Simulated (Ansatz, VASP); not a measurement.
Be: VASP beside Ansatz

The input INCAR:

```
SYSTEM = Be
ALGO = Normal
EDIFF = 1E-7
ENCUT = 520
ISIF = 2
ISMEAR = -1
LASPH = .TRUE.
LCHARG = .FALSE.
LREAL = .FALSE.
LWAVE = .FALSE.
NBANDS = 9
NELM = 100
PREC = Accurate
SIGMA = 0.1
```

The input KPOINTS:

```
k-points
0
G
  26 26 15
  0 0 0
```

The input POSCAR:

```
Be
1.0
    2.3153497723      0.0000000000      0.0000000000
   -1.1576748862      2.0051517214      0.0000000000
    0.0000000000      0.0000000000      3.6433922421
Be
2
Direct
    0.3333333333      0.6666666667      0.2500000000
    0.6666666667      0.3333333333      0.7500000000
```

Input for Ansatz:

```yaml
crystal:
  lattice:
    - [2.3153497723, 0.0, 0.0]
    - [-1.1576748862, 2.0051517214, 0.0]
    - [0.0, 0.0, 3.6433922421]
  atoms:
    - { symbol: Be, position: [0.3333333333, 0.6666666667, 0.25] }
    - { symbol: Be, position: [0.6666666667, 0.3333333333, 0.75] }
hamiltonian:
  xc: lda
  pseudopotentials:
    kind: paw
    azcp:
      Be: "pseudopotentials/Be.paw.azcp"
basis:
  ecutwfc: 420
  fft_grid_basis: typed
kpoints:
  mp_grid: { grid: [26, 26, 15], shift: [0, 0, 0] }
magnetization:
  spin_polarized: false
scf:
  occupations: { method: fermi_dirac, width: 0.1 }
output:
  stress: true
```

Alike in both runs: task single point; functional LDA; k mesh 26 × 26 × 15; occupations fermi-dirac, width 0.1 eV; no spin polarisation.

|  | VASP | Ansatz |
| --- | --- | --- |
| version | VASP 6.6.1 | Ansatz 0.2.0 |
| potentials or method | VASP PAW LDA potentials, release 64 (Be), cutoff 520 eV | plane waves (420 eV) with PAW, scalar-relativistic |
| valence electrons in the cell | 4 | 4 |

Ansatz gave:

```
pressure (GPa)                                                : -12.4
traceless stress, the component that is largest in VASP (GPa) : -0.45
```

Question: What did VASP give for the same quantities?

Answer: Pressure (GPa): -12.1; traceless stress, the component that is largest in VASP (GPa): -0.44.

Ansatz warns that its potentials were made for another functional, while VASP's fit it. LDA's correlation is that of Perdew and Zunger in VASP and of Perdew and Wang (1992) in Ansatz.
